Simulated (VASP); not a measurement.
Runs of VASP 6.6.1 on Mg2I. The structure is that of space group P4/mmm (No. 123), or close to it. The cells are those of the table. 

| task | cell | k mesh | cutoff (eV) | gap on the mesh (eV) | pressure (GPa) | relaxed volume (Å³/atom) |
| --- | --- | --- | --- | --- | --- | --- |
| single point | a = 6.222, b = 6.222, c = 3.592 Å, 3 atoms | 8 × 8 × 12 | 520 | none | 0.0 | - |
| relaxation of cell and atoms | relaxed from a = 6.160, b = 6.160, c = 3.655 Å, 3 atoms | 8 × 8 × 12 | 600 | none | 0.0 | 46.26 |
| relaxation of cell and atoms | relaxed from a = 4.178, b = 4.178, c = 4.786 Å, 3 atoms | 4 × 4 × 4 | 600 | none | -0.1 | 47.17 |
| single point | a = 6.160, b = 6.160, c = 3.655 Å, 3 atoms | 4 × 4 × 4 | 520 | none | (a) | - |

Alike in all rows: level PBE; potentials or basis VASP PAW PBE potentials, release 64 (Mg, I); no spin polarisation; smearing gaussian 0.1 eV.

Q: Estimate the missing entries.

A: (a) 0.1.

Caveats: some runs use coarse meshes; spin-orbit coupling is left out, which moves the levels of the heavy elements; an odd number of electrons without spin polarisation forces a metal; a magnetic or distorted state may lie lower; the volume moved by over 15 % at a fixed basis, so the end points are rough (some runs).

A k mesh can miss the band edges, and the runs leave out spin-orbit coupling on I.

A gap of «none» marks levels without a gap at the run's occupations.
